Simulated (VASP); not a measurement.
S:

```
S
1.0
     0.00000    2.76983    2.76983
     2.76983    0.00000    2.76983
     2.76983    2.76983    0.00000
S
2
Cartesian
  -0.6925 -0.6925 -0.6925
  0.6925 0.6925 0.6925
```

- Program: VASP 6.6.1
- Task: relaxation of cell and atoms
- Functional: PBE
- Potentials or basis: VASP PAW PBE potentials, release 64 (S)
- Cutoff: 600 eV
- k mesh: 13 × 13 × 13
- Occupations: fermi-dirac, width 0.08 eV
- Spin: no spin polarisation

At the start: pressure 7.3 GPa; volume 21.25 Å³/atom.

Where does the relaxation end?

Over 3 steps the energy falls by 61.7 meV/atom and the volume is 24.24 Å³/atom (+14.1 %); space group Fd-3m (No. 227, to 0.05 Å).

The path:
```csv
step,energy change (eV),largest force (eV/Å),pressure (GPa),volume (Å³)
1,0.0000,0.0000,7.25,42.50
2,-0.1233,0.0000,-0.19,48.70
3,-0.1235,0.0000,0.01,48.48
```

Final structure:
```yaml
crystal:
  lattice:
    - [0.00000, 2.89409, 2.89409]
    - [2.89409, 0.00000, 2.89409]
    - [2.89409, 2.89409, 0.00000]
  atoms:
    - { symbol: S, position: [0.87500, 0.87500, 0.87500] }
    - { symbol: S, position: [0.12500, 0.12500, 0.12500] }
```
